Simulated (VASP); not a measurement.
Write the native input for VASP 6.6.1 that does the following.

```yaml
Task: single point
Functional: PBE
Potentials_or_basis: VASP PAW PBE potentials, release 64 (Ta_pv, N)
Cutoff: 520 eV
k_mesh: 9 × 9 × 8
Occupations: methfessel-paxton, width 0.005 eV
Spin: no spin polarisation
Hubbard_terms: Ta d U = 7.0 eV
Dipole_correction: no
Further_INCAR_settings: ALGO = Normal; EDIFF = 1e-06; NBANDS = 15
```

The structure of TaN lies in POSCAR:

```
TaN
1.0
    2.9380000000      0.0000000000      0.0000000000
   -1.4690000000      2.5443826363      0.0000000000
    0.0000000000      0.0000000000      2.8830000000
Ta N
1 1
Direct
    0.0000000000      0.0000000000      0.5000000000
    0.6666666667      0.3333333333      0.0000000000
```

These files were run (other wordings do the same):

INCAR

```
SYSTEM = TaN
ALGO = Normal
EDIFF = 1E-6
ENCUT = 520
GGA = PE
ISIF = 2
ISMEAR = 1
LASPH = .TRUE.
LCHARG = .TRUE.
LDAU = .TRUE.
LDAUJ = 0 0
LDAUL = 2 -1
LDAUPRINT = 1
LDAUTYPE = 2
LDAUU = 7 0
LELF = .TRUE.
LMAXMIX = 4
LREAL = .FALSE.
LVHAR = .TRUE.
LWAVE = .FALSE.
NBANDS = 15
NELM = 150
PREC = Accurate
SIGMA = 0.005
```

KPOINTS

```
k-points
0
G
  9 9 8
  0 0 0
```

Potentials or basis: VASP PAW PBE potentials, release 64 (Ta_pv, N).

Command:

```bash
$ cat potpaw_PBE.64/Ta_pv/POTCAR potpaw_PBE.64/N/POTCAR > POTCAR
$ mpirun -np 1 vasp_std > vasp.out
```

Results of the run:

| Item | Value |
| --- | --- |
| Pressure | 29.0 GPa |
| Band gap on the k mesh | zero (band 8 reaches 9.52 eV, above the bottom of band 9 at 9.31 eV) |

Caveat: spin-orbit coupling is left out, which moves the levels of the heavy elements; U without spin polarisation on a metal has little footing.

Wall time 10 s on 1 thread of Intel(R) Xeon(R) Platinum 8488C (Sapphire Rapids) (shared host), peak memory 0.15 GiB.
